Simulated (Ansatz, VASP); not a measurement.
## MoS2: VASP beside Ansatz

The input INCAR:

```
SYSTEM = MoS2
  PREC = Accurate
  ENCUT = 520
  EDIFF = 1E-6
  ISMEAR = 0
  SIGMA = 0.05
  LREAL = .False.
  LASPH = .True.
  NELM = 80
  ALGO = Normal
  ISIF = 2
  LWAVE = .False.
  LCHARG = .False.
  GGA = PE
  IVDW = 12
  NBANDS = 64
  KPAR = 4
```

File KPOINTS:

```
Automatic mesh
0
Gamma
  6 6 4
  0 0 0
```

The input POSCAR:

```
MoS2
1.0
    6.1423925692      0.3293182715      0.2703051098
   -2.7859982958      5.2680114707     -0.0699881630
    0.2852416196      0.0794032636      6.7144353586
Mo S
4 8
Direct
    0.4987249734      0.4855277988     -0.0087645852
    0.5036400175      0.0027222581     -0.0052768053
    0.0087185805      0.5020340899     -0.0080307714
   -0.0032255976      0.0058383203      0.0083249770
    0.1747766229      0.3343295714      0.2362006546
    0.1612382987      0.8294033091      0.2367710941
    0.6668257089      0.3298081304      0.2365248312
    0.6669388579      0.8398135039      0.2436619651
    0.1664340949      0.3327601574      0.7638260633
    0.1689262997      0.8341758530      0.7674666181
    0.6586798583      0.3372144840      0.7593945643
    0.6616556183      0.8330391903      0.7699013943
```

Input for Ansatz:

```yaml
crystal:
  lattice:
    - [6.1423925692, 0.3293182715, 0.2703051098]
    - [-2.7859982958, 5.2680114707, -0.069988163]
    - [0.2852416196, 0.0794032636, 6.7144353586]
  atoms:
    - { symbol: Mo, position: [0.4987249734, 0.4855277988, -0.0087645852] }
    - { symbol: Mo, position: [0.5036400175, 0.0027222581, -0.0052768053] }
    - { symbol: Mo, position: [0.0087185805, 0.5020340899, -0.0080307714] }
    - { symbol: Mo, position: [-0.0032255976, 0.0058383203, 0.008324977] }
    - { symbol: S, position: [0.1747766229, 0.3343295714, 0.2362006546] }
    - { symbol: S, position: [0.1612382987, 0.8294033091, 0.2367710941] }
    - { symbol: S, position: [0.6668257089, 0.3298081304, 0.2365248312] }
    - { symbol: S, position: [0.6669388579, 0.8398135039, 0.2436619651] }
    - { symbol: S, position: [0.1664340949, 0.3327601574, 0.7638260633] }
    - { symbol: S, position: [0.1689262997, 0.834175853, 0.7674666181] }
    - { symbol: S, position: [0.6586798583, 0.337214484, 0.7593945643] }
    - { symbol: S, position: [0.6616556183, 0.8330391903, 0.7699013943] }
basis:
  ecutwfc: 420
kpoints:
  mp_grid: { grid: [6, 6, 4] }
hamiltonian:
  xc: pbe
  dispersion: d3bj
scf:
  occupations: { method: gaussian, width: 0.05 }
output:
  forces: true
  stress: true
  eigenvalues: true
  write_density: true
  write_potential: true
  elf: true
  volumetric_format: npy
```

Change from the starting cell: all atoms moved at random (sigma 0.03 Å a component), cell strained at random (sigma 0.05).

Alike in both runs: task single point; functional PBE; dispersion D3(BJ); k mesh 6 × 6 × 4; occupations gaussian, width 0.05 eV; no spin polarisation.

|  | VASP | Ansatz |
| --- | --- | --- |
| version | VASP 6.6.1 | Ansatz 0.2.0 |
| potentials or method | VASP PAW PBE potentials, release 64 (Mo_sv, S), cutoff 520 eV | scalar-relativistic, plane waves, PAW |
| valence electrons in the cell | 104 | 104 |

```tsv
	VASP	Ansatz	Ansatz less VASP
gap on the k mesh at the Fermi level (eV)	1.16	1.15	-0.010
least direct gap on the mesh (eV)	1.36	1.35	-0.001
pressure (GPa)	6.1	6.2	+0.16
traceless stress, the component that is largest in VASP (GPa)	-13.39	-13.44	-0.051
rms of the force components (eV/Å)	1.555	1.563	+0.0084
```

Atom by atom the forces differ by 0.012 eV/Å (rms over components).
